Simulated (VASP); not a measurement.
Here is a VASP 6.6.1 calculation.

INCAR

```
SYSTEM = In
PREC = Accurate ; ENCUT = 600
EDIFF = 1E-6 ; ISMEAR = 0
SIGMA = 0.1 ; LREAL = .False.
LASPH = .True. ; NELM = 100
ALGO = Fast ; ISIF = 3
LWAVE = .False. ; LCHARG = .False.
GGA = PE ; IBRION = 2
NSW = 100 ; EDIFFG = -0.01
```

The input KPOINTS:

```
regular mesh
0
Gamma
  22 22 22
  0 0 0
```

Contents of POSCAR:

```
In
1.0
   -1.7210509507      1.7210509507      2.3163538895
    1.7210509507     -1.7210509507      2.3163538895
    1.7210509507      1.7210509507     -2.3163538895
In
1
Direct
    0.0000000000      0.0000000000      0.0000000000
```

Potentials or basis: VASP PAW PBE potentials, release 64 (In_d).

Command:

```sh
$ cat potpaw_PBE.64/In_d/POTCAR > POTCAR
$ mpirun -np 1 vasp_std > vasp.out
```

**Question.** Estimate the band gap on the k mesh.

**Answer.** Zero (an odd number of electrons rules out a gap without spin polarisation).

**Question.** Estimate the relaxed volume.

**Answer.** 27.54 Å³/atom.

**Question.** Predict the relaxed cell.

**Answer.** a = 3.364 Å, b = 3.364 Å, c = 3.364 Å, α = 118.41°, β = 118.41°, γ = 92.78°.

Final structure:
```xyz
1
Lattice="-1.7225 1.7225 2.3207 1.7225 -1.7225 2.3207 1.7225 1.7225 -2.3207" Properties=species:S:1:pos:R:3 pbc="T T T"
In    0.0000    0.0000    0.0000
```

Caveat: spin-orbit coupling is left out, which moves the levels of the heavy elements.
